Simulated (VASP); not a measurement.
# Pt (Pm-3m) in VASP: further runs

The runs below take Pt through relaxation of cell and atoms, with PBE.

Program: VASP 6.6.1. These are calculated values, not measurements. Logs are shortened: lines on timing, memory, paths and dates and some standing lists are left out, and cuts for length are marked.

## Step 1: The cell of the first run

It takes space group Pm-3m (No. 221, cubic). The conventional cell has a = 2.227 Å, b = 2.227 Å, c = 2.227 Å, α = 90.00°, β = 90.00°, γ = 90.00°. Within 2.9 Å of Pt (site symmetry m-3m) lie 6 Pt at 2.23 Å.

This isn't the form of Pt at room conditions, which is fcc.

## Step 2: Relaxation of cell and atoms, PBE, target pressure 260 GPa, at which the enthalpy is minimised

INCAR

```
SYSTEM = Pt
PREC     = Accurate       ! precision mode
ENCUT    = 600            ! plane-wave cutoff, eV
EDIFF    = 1E-6           ! SCF threshold, eV
ISMEAR   = -1             ! smearing method
SIGMA    = 0.05           ! smearing width, eV
LREAL    = .FALSE.        ! projectors in reciprocal space
LASPH    = .TRUE.         ! aspherical terms in the spheres
NELM     = 100            ! most SCF steps
ALGO     = Normal         ! electronic algorithm
ISIF     = 3              ! what is computed and relaxed
LWAVE    = .FALSE.        ! write WAVECAR
LCHARG   = .FALSE.        ! write CHGCAR
GGA      = PE             ! functional
IBRION   = 2              ! ionic algorithm
NSW      = 60             ! ionic steps
EDIFFG   = -0.005         ! ionic threshold
PSTRESS  = 2600.0
```

KPOINTS

```
regular mesh
0
G
  17 17 17
  0 0 0
```

POSCAR

```
Pt
1.0
    2.2267347786      0.0000000000      0.0000000000
    0.0000000000      2.2267347786      0.0000000000
    0.0000000000      0.0000000000      2.2267347786
Pt
1
Direct
    0.0000000000      0.0000000000      0.0000000000
```

Potentials or basis: VASP PAW PBE potentials, release 64 (Pt).

Started as:

```
$ cat potpaw_PBE.64/Pt/POTCAR > POTCAR
$ mpirun -np 1 vasp_std > vasp.out
```

OUTCAR:

```text
SYSTEM = Pt
   PREC = Accurate
   ENCUT = 600
   EDIFF = 1E-6
   ISMEAR = -1
   LREAL = .FALSE.
   LASPH = .TRUE.
   NELM = 100
   ISIF = 3
   GGA = PE
   IBRION = 2
   NSW = 60
   EDIFFG = -0.005
   PSTRESS = 2600.0

 ion  position               nearest neighbor table
   1  0.000  0.000  0.000-

  LATTYP: Found a simple cubic cell.
 ALAT       =     2.2267347786

  Lattice vectors:

 A1 = (   2.2267347786,   0.0000000000,   0.0000000000)
 A2 = (   0.0000000000,   2.2267347786,   0.0000000000)
 A3 = (   0.0000000000,   0.0000000000,   2.2267347786)

Analysis of symmetry for initial positions (statically):
=====================================================================
 Subroutine PRICEL returns:
 Original cell was already a primitive cell.

 Routine SETGRP: Setting up the symmetry group for a
 simple cubic supercell.

 Subroutine GETGRP returns: Found 48 space group operations
 (whereof 48 operations were pure point group operations)
 out of a pool of 48 trial point group operations.

The static configuration has the point symmetry O_h .

Analysis of symmetry for dynamics (positions and initial velocities):
=====================================================================
 Subroutine PRICEL returns:
 Original cell was already a primitive cell.

 Routine SETGRP: Setting up the symmetry group for a
 simple cubic supercell.

 Subroutine GETGRP returns: Found 48 space group operations
 (whereof 48 operations were pure point group operations)
 out of a pool of 48 trial point group operations.

The dynamic configuration has the point symmetry O_h .

 Subroutine INISYM returns: Found 48 space group operations
 (whereof 48 operations are pure point group operations),
 and found     1 'primitive' translations

----------------------------------------------------------------------------------------

                                     Primitive cell

  volume of cell :      11.0409

  direct lattice vectors                    reciprocal lattice vectors
     2.226734779  0.000000000  0.000000000     0.449088059  0.000000000  0.000000000
     0.000000000  2.226734779  0.000000000     0.000000000  0.449088059  0.000000000
     0.000000000  0.000000000  2.226734779     0.000000000  0.000000000  0.449088059

  length of vectors
     2.226734779  2.226734779  2.226734779     0.449088059  0.449088059  0.449088059

  position of ions in fractional coordinates (direct lattice)
     0.000000000  0.000000000  0.000000000

  ion indices of the primitive-cell ions
   primitive index   ion index
                 1           1

----------------------------------------------------------------------------------------

 KPOINTS: regular mesh

Automatic generation of k-mesh.
 Grid dimensions read from file:
 generate k-points for:   17   17   17

 Generating k-lattice:

  Cartesian coordinates                     Fractional coordinates (reciprocal lattice)
     0.026416945  0.000000000  0.000000000     0.058823529  0.000000000  0.000000000
     0.000000000  0.026416945  0.000000000     0.000000000  0.058823529  0.000000000
     0.000000000  0.000000000  0.026416945     0.000000000  0.000000000  0.058823529

  Length of vectors
     0.026416945  0.026416945  0.026416945

  Shift w.r.t. Gamma in fractional coordinates (k-lattice)
     0.000000000  0.000000000  0.000000000

 Subroutine IBZKPT returns following result:
 ===========================================

 Found    165 irreducible k-points:

 Following reciprocal coordinates:
            Coordinates               Weight
  0.000000  0.000000  0.000000      1.000000
  0.058824  0.000000  0.000000      6.000000
  0.117647  0.000000  0.000000      6.000000
  0.176471  0.000000  0.000000      6.000000
  0.235294  0.000000  0.000000      6.000000
  0.294118  0.000000  0.000000      6.000000
[... 16 lines left out ...]
  0.411765  0.117647  0.000000     24.000000
  0.470588  0.117647  0.000000     24.000000
 [... further k-points ...]
   k-points           NKPTS =    165   k-points in BZ     NKDIM =    165   number of bands    NBANDS=      9
   number of dos      NEDOS =    301   number of ions     NIONS =      1
   total plane-waves  NPLWV =   5832
   dimension x,y,z NGX =    18 NGY =   18 NGZ =   18
   dimension x,y,z NGXF=    36 NGYF=   36 NGZF=   36
   ions per type =               1
   NGX,Y,Z   is equivalent  to a cutoff of  13.44, 13.44, 13.44 a.u.
   NGXF,Y,Z  is equivalent  to a cutoff of  26.88, 26.88, 26.88 a.u.
 SYSTEM =  Pt
   PREC   = accura    normal or accurate (medium, high low for compatibility)
   ISTART =      0    job   : 0-new  1-cont  2-samecut
   ICHARG =      2    charge: 1-file 2-atom 10-const
   ISPIN  =      1    spin polarized calculation?
   LNONCOLLINEAR =      F non collinear calculations
   LSORBIT =      F    spin-orbit coupling
   LASPH  =      T    aspherical Exc in radial PAW
   ENCUT  =  600.0 eV  44.10 Ry    6.64 a.u.   4.45  4.45  4.45*2*pi/ulx,y,z
   NELM   =    100;   NELMIN=  2; NELMDL= -5     # of ELM steps
   EDIFF  = 0.1E-05   stopping-criterion for ELM
   LREAL  =      F    real-space projection
   EDIFFG = -.5E-02   stopping-criterion for IOM
   NSW    =     60    number of steps for IOM
   IBRION =      2    ionic relax: 0-MD 1-quasi-New 2-CG
   NFREE  =      1    steps in history (QN), initial steepest desc. (CG)
   ISIF   =      3    stress and relaxation
   ISYM   =      2    0-nonsym 1-usesym 2-fastsym
   POTIM  = 0.5000    time-step for ionic-motion
   TEBEG  =    0.0;   TEEND  =   0.0 temperature during run
   PSTRESS= 2600.0 pullay stress
   NELECT =      10.0000    total number of electrons
   NUPDOWN=      -1.0000    fix difference up-down
   EMIN   =  10.00;   EMAX   =-10.00  energy-range for DOS
   EFERMI =   0.00;   METHOD = LEGACY
   ISMEAR =    -1;   SIGMA  =   0.05  broadening in eV -4-tet -1-fermi 0-gaus
   EFERMI_NEDOS =   21; number of points for ismear=-14 and -15
   IALGO  =     38    algorithm
   IMIX   =      4    mixing-type and parameters
     AMIX     =   0.40;   BMIX     =  1.00
     AMIX_MAG =   1.60;   BMIX_MAG =  1.00
  volume/ion in A,a.u.               =      11.04        74.51
  Fermi-wavevector in a.u.,A,eV,Ry     =   1.583943  2.993219 34.135342  2.508877
  Thomas-Fermi vector in A             =   2.683637
   LORBIT       =      0    0 simple, 1 ext, 2 COOP (PROOUT), +10 PAW based schemes
   GGA     = PE    functional components
   LHFCALC =     F    Hartree Fock is set to
   AEXX    =    0.0000 exact exchange contribution
   IVDW    =     0    specifies the selected vdW correction
   LEPSILON=     F    determine dielectric tensor
   LRPA    =     F    only Hartree local field effects (RPA)
 conjugate gradient relaxation of ions
 non-spin polarized calculation
  energy-cutoff  :      600.00
  volume of cell :       11.04
 maximum number of plane-waves:       384
 NGX is ok and might be reduce to    18
   NGX =  9   NGY =  9   NGZ =  9

--------------------------------------- Ionic step        1  -------------------------------------------

 number of electron      10.0000000 magnetization

 number of electron       9.9999999 magnetization

 Free energy of the ion-electron system (eV)
  ---------------------------------------------------
  ext. energy  EPLUGINS =         0.00000000
  ---------------------------------------------------
  free energy    TOTEN  =        -1.29044873 eV

  energy without entropy =       -1.28561083  energy(sigma->0) =       -1.28802978

------------------------ aborting loop because EDIFF is reached ----------------------------------------

  FORCE on cell =-STRESS in cart. coord.  units (eV):
  Direction    XX          YY          ZZ          XY          YZ          ZX
  --------------------------------------------------------------------------------------
  -------------------------------------------------------------------------------------
  Total       22.3424186     22.3424186     22.3424186      0.0000000     -0.0000000      0.0000000
  in kB     3242.1663214   3242.1663214   3242.1663214      0.0000000     -0.0000000      0.0000000
  external PRESSURE =     642.1663214 kB  Pullay stress =    2600.0000000 kB
[... 24 lines left out ...]
--------------------------------------- Ionic step        2  -------------------------------------------

 number of electron      10.0000000 magnetization

 number of electron       9.9999999 magnetization

 E-fermi :   6.8662     XC(G=0): -11.7710

 val. band max:        6.8654976957   @ k =   0.3529   0.2941   0.0588
 cond. band min:       6.8671719378   @ k =   0.3529   0.2353   0.1176
 fundamental gap:      0.0016742421
 Fermi energy:         6.8662026065

 k-point     1 :       0.0000    0.0000    0.0000
  band No.  band energies     occupation
      1      -0.7254      2.00000
      2       1.9446      2.00000
      3       1.9446      2.00000
      4       7.0935      0.02102
      5       7.0935      0.02102
      6       7.0935      0.02102
      7      21.5581      0.00000
      8      21.5581      0.00000
      9      21.5581      0.00000
[... 341 lines left out ...]
  FREE ENERGIE OF THE ION-ELECTRON SYSTEM (eV)
  ---------------------------------------------------
  free  energy   TOTEN  =        -2.6167723626 eV

  energy  without entropy=       -2.6113974865  energy(sigma->0) =       -2.61408492

  enthalpy is  TOTEN    =        16.5361116900 eV   P V=       19.1528840526

[... ionic steps 4 to 15 ...]

--------------------------------------- Ionic step       16  -------------------------------------------

 number of electron      10.0000003 magnetization

------------------------ aborting loop because EDIFF is reached ----------------------------------------

  FORCE on cell =-STRESS in cart. coord.  units (eV):
  Direction    XX          YY          ZZ          XY          YZ          ZX
  --------------------------------------------------------------------------------------
  -------------------------------------------------------------------------------------
  Total       18.8128339     18.8128339     18.8128339      0.0000000     -0.0000000      0.0000000
  in kB     2601.6430076   2601.6430076   2601.6430076      0.0000000     -0.0000000      0.0000000
  external PRESSURE =       1.6430076 kB  Pullay stress =    2600.0000000 kB
[... 59 lines left out ...]
  enthalpy is  TOTEN    =        16.5211881812 eV   P V=       18.8016462076

--------------------------------------- Ionic step       18  -------------------------------------------

 number of electron      10.0000003 magnetization

 Free energy of the ion-electron system (eV)
  ---------------------------------------------------
  ext. energy  EPLUGINS =         0.00000000
  ---------------------------------------------------
  free energy    TOTEN  =        -2.28184447 eV

  energy without entropy =       -2.27657720  energy(sigma->0) =       -2.27921083

 E-fermi :  17.2314     XC(G=0): -14.9543

 val. band max:       17.2259727209   @ k =   0.1176   0.1176   0.0588
 cond. band min:      17.2469372967   @ k =   0.4706   0.1176   0.0588
 fundamental gap:      0.0209645758
 Fermi energy:        17.2314463465

 k-point     1 :       0.0000    0.0000    0.0000
  band No.  band energies     occupation
      1       3.9086      2.00000
      2       6.5738      2.00000
      3       6.5738      2.00000
      4      18.0554      0.00000
      5      18.0554      0.00000
      6      18.0554      0.00000
      7      34.6046      0.00000
      8      34.6046      0.00000
      9      34.6046      0.00000
[... 304 lines left out ...]
  FREE ENERGIE OF THE ION-ELECTRON SYSTEM (eV)
  ---------------------------------------------------
  free  energy   TOTEN  =        -2.2818444680 eV

  energy  without entropy=       -2.2765772014  energy(sigma->0) =       -2.27921083

  enthalpy is  TOTEN    =        16.5211879454 eV   P V=       18.8030324134

 reached required accuracy - stopping structural energy minimisation
```

Wall time 2 min (1 thread of Intel Xeon 8259CL, shared host); peak memory 0.15 GiB.

What came out:

```yaml
Free_energy: -2.2818 eV
Relaxed_volume: 11.59 Å³/atom
Relaxed_cell: a = 2.263 Å, b = 2.263 Å, c = 2.263 Å, α = 90.00°, β = 90.00°, γ = 90.00°
Space_group_after_relaxing_to_0.1_Å: Pm-3m (No. 221)
Energy_change_on_relaxing_the_run_minimises_the_enthalpy: -991.4 meV/atom
Ionic_steps: 18
Pressure_after_relaxing: 260.1 GPa
Band_gap_on_the_k_mesh: zero (bands 5 and 6 overlap by 6.22 eV)
```

Step by step:
| step | energy change (eV) | largest force (eV/Å) | pressure (GPa) | volume (Å³) |
| --- | --- | --- | --- | --- |
| 1 | 0.0000 | 0.0000 | 324.22 | 11.04 |
| 2 | -4.2769 | 0.0000 | -12.97 | 19.73 |
| 3 | -1.3263 | 0.0000 | 238.16 | 11.80 |
| 4 | -1.0064 | 0.0000 | 259.05 | 11.60 |
| 5 | -0.9881 | 0.0000 | 260.22 | 11.58 |
| 6 | -0.9883 | 0.0000 | 260.23 | 11.58 |
| 7 | -0.9886 | 0.0000 | 260.21 | 11.59 |
| 8 | -0.9886 | 0.0000 | 260.20 | 11.59 |
| 9 | -0.9886 | 0.0000 | 260.20 | 11.59 |
| 10 | -0.9886 | 0.0000 | 260.20 | 11.59 |
| 11 | -0.9886 | 0.0000 | 260.20 | 11.59 |
| 12 | -0.9887 | 0.0000 | 260.20 | 11.59 |
| 13 | -0.9887 | 0.0000 | 260.20 | 11.59 |
| 14 | -0.9888 | 0.0000 | 260.19 | 11.59 |
| 15 | -0.9890 | 0.0000 | 260.18 | 11.59 |
| 16 | -0.9893 | 0.0000 | 260.16 | 11.59 |
| 17 | -0.9900 | 0.0000 | 260.13 | 11.59 |
| 18 | -0.9914 | 0.0000 | 260.06 | 11.59 |

Final structure:
```cif
data_structure
_symmetry_space_group_name_H-M 'P 1'
_symmetry_Int_Tables_number 1
_cell_length_a 2.2628
_cell_length_b 2.2628
_cell_length_c 2.2628
_cell_angle_alpha 90.000
_cell_angle_beta 90.000
_cell_angle_gamma 90.000
_cell_volume 11.59
loop_
_atom_site_label
_atom_site_type_symbol
_atom_site_fract_x
_atom_site_fract_y
_atom_site_fract_z
_atom_site_occupancy
Pt1 Pt 0.00000 0.00000 0.00000 1
```

Levels at points of the mesh, in eV from the Fermi level:
```csv
k point,band 3,band 4,band 5,band 6,band 7,band 8
"(0.00, 0.00, 0.00)",-10.66,0.82,0.82,0.82,17.37,17.37
```

Caveat: the cell is relaxed towards a set pressure, so the run minimises the enthalpy, not the energy; spin-orbit coupling is left out, which moves the levels of the heavy elements.

## Step 3: Relaxation of cell and atoms, PBE, target pressure 260 GPa, at which the enthalpy is minimised

This run uses another cell than the first one, of 11.61 Å³/atom.

INCAR

```
SYSTEM = Pt
PREC = Accurate ; ENCUT = 600
EDIFF = 1E-6 ; ISMEAR = -1
SIGMA = 0.05 ; LREAL = .FALSE.
LASPH = .TRUE. ; NELM = 80
ALGO = Normal ; ISIF = 3
LWAVE = .FALSE. ; LCHARG = .FALSE.
GGA = PE ; IBRION = 2
NSW = 32 ; EDIFFG = -0.005
PSTRESS = 2600.0
```

KPOINTS

```
Automatic mesh
0
G
  17 17 17
  0 0 0
```

POSCAR

```
Pt
1.0
    2.2642213331      0.0000000000      0.0000000000
    0.0000000000      2.2642213331      0.0000000000
    0.0000000000      0.0000000000      2.2642213331
Pt
1
Direct
    0.0000000000      0.0000000000      0.0000000000
```

Potentials or basis: VASP PAW PBE potentials, release 64 (Pt).

Started as:

```
$ cat potpaw_PBE.64/Pt/POTCAR > POTCAR
$ mpirun -np 1 vasp_std > vasp.out
```

Wall time 26 s (1 thread of Intel Xeon 8259CL, shared host); peak memory 0.15 GiB.

It converged, with:

```
Free energy                                                : -2.2829 eV
Relaxed volume                                             : 11.59 Å³/atom
Relaxed cell                                               : a = 2.263 Å, b = 2.263 Å, c = 2.263 Å, α = 90.00°, β = 90.00°, γ = 90.00°
Space group after relaxing (to 0.1 Å)                      : Pm-3m (No. 221)
Energy change on relaxing (the run minimises the enthalpy) : +33.3 meV/atom
Ionic steps                                                : 3
Pressure after relaxing                                    : 260.0 GPa
Band gap on the k mesh                                     : zero (bands 5 and 6 overlap by 6.22 eV)
```

Step by step:
| step | energy change (eV) | largest force (eV/Å) | pressure (GPa) | volume (Å³) |
| --- | --- | --- | --- | --- |
| 1 | 0.0000 | 0.0000 | 257.82 | 11.61 |
| 2 | 0.4480 | 0.0000 | 286.94 | 11.34 |
| 3 | 0.0333 | 0.0000 | 260.00 | 11.59 |

Final structure:
```yaml
crystal:
  lattice:
    - [2.26288, 0.00000, 0.00000]
    - [0.00000, 2.26288, 0.00000]
    - [0.00000, 0.00000, 2.26288]
  atoms:
    - { symbol: Pt, position: [0.00000, 0.00000, 0.00000] }
```

Levels at points of the mesh, in eV from the Fermi level:
| k point | band 2 | band 3 | band 4 | band 5 | band 6 | band 7 | band 8 | band 9 |
| --- | --- | --- | --- | --- | --- | --- | --- | --- |
| (0.00, 0.00, 0.00) | -10.66 | -10.66 | 0.82 | 0.82 | 0.82 | 17.37 | 17.37 | 17.37 |

Caveat: the cell is relaxed towards a set pressure, so the run minimises the enthalpy, not the energy; spin-orbit coupling is left out, which moves the levels of the heavy elements.
